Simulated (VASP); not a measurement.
## PbO: electric field gradients with r2SCAN

PbO:

```
CELL_PARAMETERS angstrom
3.97440 0.00000 0.00000
0.00000 3.97440 0.00000
0.00000 0.00000 5.02200
ATOMIC_POSITIONS crystal
Pb 0.00000 0.50000 0.24027
Pb 0.50000 0.00000 0.75973
O 0.00000 0.00000 0.00000
O 0.50000 0.50000 0.00000
```

- Program: VASP 6.6.1
- Task: electric field gradients
- Functional: r2SCAN
- Potentials or basis: VASP PAW PBE potentials, release 64 (Pb_d, O)
- Cutoff: 520 eV
- k mesh: 8 × 8 × 7
- Occupations: fermi-dirac, width 0.01 eV
- Spin: no spin polarisation
- Dipole correction: no
- Further INCAR settings: ALGO = Normal; EDIFF = 1e-08; NBANDS = 28

```json
{"Pressure": "0.6 GPa", "Largest force": "0.271 eV/Å", "Band gap on the k mesh": "1.42 eV (least direct gap 2.50 eV)", "Largest electric field gradient by atom": "Pb -274.8; O +2.9 V/Å²"}
```

Forces in eV/Å, atoms in the order of the input:
```
Pb   0.000  0.000 -0.271
Pb   0.000  0.000  0.271
O    0.000  0.000  0.000
O    0.000  0.000  0.000
```

Stress tensor (GPa, compression positive):
```
0.94 0.00 0.00
0.00 0.94 0.00
0.00 0.00 0.01
```

Levels at points of the mesh, in eV from the valence-band top:
| k point | band 18 | band 19 | band 20 | band 21 | band 22 | band 23 |
| --- | --- | --- | --- | --- | --- | --- |
| (0.00, 0.00, 0.00) | -1.71 | -1.71 | 0.00 | 2.83 | 5.94 | 5.94 |
| (0.50, 0.00, 0.00) | -3.07 | -1.77 | -1.77 | 3.72 | 3.72 | 7.07 |
| (0.50, 0.50, 0.00) | -1.81 | -1.08 | -1.08 | 1.42 | 1.42 | 5.61 |

Electric field gradients, principal values (V/Å²):
| atom | least | middle | greatest (by size) |
| --- | --- | --- | --- |
| 1 Pb | 137.383 | 137.383 | -274.766 |
| 2 Pb | 137.383 | 137.383 | -274.766 |
| 3 O | -1.443 | -1.443 | 2.886 |
| 4 O | -1.443 | -1.443 | 2.886 |

Run time: 12 min on 1 thread of Intel Xeon 8259CL (shared host), peak memory 0.27 GiB.

Caveat: without QUAD_EFG the Cq values of the log hold for a quadrupole moment of 1 mb, not for the nuclei; the PAW data sets were made with another functional, which shifts forces and pressure a little; spin-orbit coupling is left out, which moves the levels of the heavy elements. A k mesh can miss the band edges.
